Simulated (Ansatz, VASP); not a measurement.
## BiTe in VASP and in Ansatz

The input INCAR:

```
PREC     = Accurate       # precision mode
ENCUT    = 520            # plane-wave cutoff, eV
EDIFF    = 1E-6           # SCF threshold, eV
ISMEAR   = 0              # smearing method
SIGMA    = 0.15           # smearing width, eV
LREAL    = F              # projectors in reciprocal space
LASPH    = T              # aspherical terms in the spheres
NELM     = 100            # most SCF steps
ALGO     = Normal         # electronic algorithm
ISIF     = 2              # what is computed and relaxed
LWAVE    = F              # write WAVECAR
LCHARG   = T              # write CHGCAR
GGA      = PE             # functional
LELF     = T              # ELF
LVHAR    = T            
NBANDS   = 18             # bands
```

The input KPOINTS:

```
regular mesh
0
Gamma
  18 18 18
```

POSCAR

```
BiTe
1.0
    2.5571371850      1.4763638421      2.9731210116
   -2.5571371850      1.4763638421      2.9731210116
    0.0000000000     -2.9527276843      2.9731210116
Bi Te
1 1
Direct
    0.5000000000      0.5000000000      0.5000000000
    0.0000000000      0.0000000000      0.0000000000
```

Input for Ansatz:

```yaml
crystal:
  lattice:
    - [2.557137185, 1.4763638421, 2.9731210116]
    - [-2.557137185, 1.4763638421, 2.9731210116]
    - [0.0, -2.9527276843, 2.9731210116]
  atoms:
    - { symbol: Bi, position: [0.5, 0.5, 0.5] }
    - { symbol: Te, position: [0.0, 0.0, 0.0] }
basis:
  ecutwfc: 420
kpoints:
  mp_grid: { grid: [18, 18, 18] }
hamiltonian:
  xc: pbe
scf:
  occupations: { method: gaussian, width: 0.15 }
output:
  forces: true
  stress: true
  eigenvalues: true
  write_density: true
  write_potential: true
  elf: true
  volumetric_format: npy
```

Alike in both runs: task single point; functional PBE; k mesh 18 × 18 × 18; occupations gaussian, width 0.15 eV; no spin polarisation.

```csv
,VASP,Ansatz
version,VASP 6.6.1,Ansatz 0.2.0
potentials or method,"VASP PAW PBE potentials, release 64 (Bi_d, Te), cutoff 520 eV","scalar-relativistic, plane waves, PAW"
valence electrons in the cell,21,31
```

|  | VASP | Ansatz | Ansatz less VASP |
| --- | --- | --- | --- |
| gap on the k mesh at the Fermi level (eV) | none | none | - |
| pressure (GPa) | -1.8 | -1.7 | +0.07 |
| traceless stress, the component that is largest in VASP (GPa) | 2.59 | 2.59 | -0.001 |

A gap of «none» marks a metal or a gap that the smearing closes. VASP's potentials hold 21 valence electrons a cell and Ansatz's 31, so a difference there can come from the potentials and not from the codes.

Neither program's run includes spin-orbit coupling.
